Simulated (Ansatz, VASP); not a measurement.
**NbP in VASP and in Ansatz**

```xyz
4
Lattice="-1.7078 1.7078 5.8527 1.7078 -1.7078 5.8527 1.7078 1.7078 -5.8527" Properties=species:S:1:pos:R:3 pbc="T T T"
Nb    1.7078    0.0000    2.9249
Nb    0.0000    0.0000    5.8513
P     0.0000    1.7078    3.8949
P     0.0000    0.0000    0.9686
```

Alike in both runs: task single point; functional PBEsol; k mesh 11 × 11 × 11; occupations fermi-dirac, width 0.05 eV; no spin polarisation.

```csv
,VASP,Ansatz
version,VASP 6.6.1,Ansatz 0.2.0
potentials or method,"VASP PAW PBE potentials, release 64 (Nb_sv, P)",Ansatz PAW
plane-wave cutoff (eV),520,420
valence electrons in the cell,36,36
```

```tsv
	VASP	Ansatz	Ansatz less VASP
gap on the k mesh at the Fermi level (eV)	none	none	-
pressure (GPa)	-15.6	-15.4	+0.17
traceless stress, the component that is largest in VASP (GPa)	0.84	0.83	-0.005
```

VASP's potentials were made for PBE, not for PBEsol. A gap of «none» marks a metal or a gap that the smearing closes.
